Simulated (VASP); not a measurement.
Wanted: the native input for a VASP 6.6.1 run.

| Property | Result |
| --- | --- |
| Task | single point |
| Functional | PBEsol |
| Potentials or basis | VASP PAW PBE potentials, release 64 (Zr_sv, S) |
| Cutoff | 520 eV |
| k mesh | 14 × 14 × 10 |
| Occupations | gaussian, width 0.1 eV |
| Spin | no spin polarisation |
| Dipole correction | no |
| Further INCAR settings | ALGO = Normal; EDIFF = 1e-06; NBANDS = 26 |

The structure of ZrS lies in POSCAR:

```
ZrS
1.0
    2.6089061042      2.6089061042      0.0000000000
   -2.5656236480      2.5656236480      0.0000000000
    0.0000000000      0.0000000000      5.1577324407
Zr S
2 2
Direct
    0.0000000000      0.0000000000      0.0000000000
    0.5000000000      0.5000000000      0.5000000000
    0.5000000000      0.5000000000      0.0000000000
    0.0000000000      0.0000000000      0.5000000000
```

This cell differs from its parent crystal: uniaxial strain along a: +1.0 %, then relaxed in part.

The input as run:

INCAR

```
SYSTEM = ZrS
PREC = Accurate
ENCUT = 520
EDIFF = 1E-6
ISMEAR = 0
SIGMA = 0.1
LREAL = .FALSE.
LASPH = .TRUE.
NELM = 60
ALGO = Normal
ISIF = 2
LWAVE = .FALSE.
LCHARG = .FALSE.
GGA = PS
NBANDS = 26
```

KPOINTS

```
Automatic mesh
0
G
  14 14 10
  0 0 0
```

Potentials or basis: VASP PAW PBE potentials, release 64 (Zr_sv, S).

Command:

```console
$ cat potpaw_PBE.64/Zr_sv/POTCAR potpaw_PBE.64/S/POTCAR > POTCAR
$ mpirun -np 1 vasp_std > vasp.out
```

Results of the run:

* Pressure: 0.0 GPa
* Band gap on the k mesh: zero (band 18 reaches 12.74 eV, above the bottom of band 19 at 9.75 eV)

Caveat: the cell differs from its parent crystal (uniaxial strain along a: +1.0 %, then relaxed in part); the PAW data sets were made with another functional, which shifts forces and pressure a little.

Wall time 3.4 min on 1 thread of Intel(R) Xeon(R) 6975P-C (Granite Rapids) (shared host), peak memory 0.61 GiB.
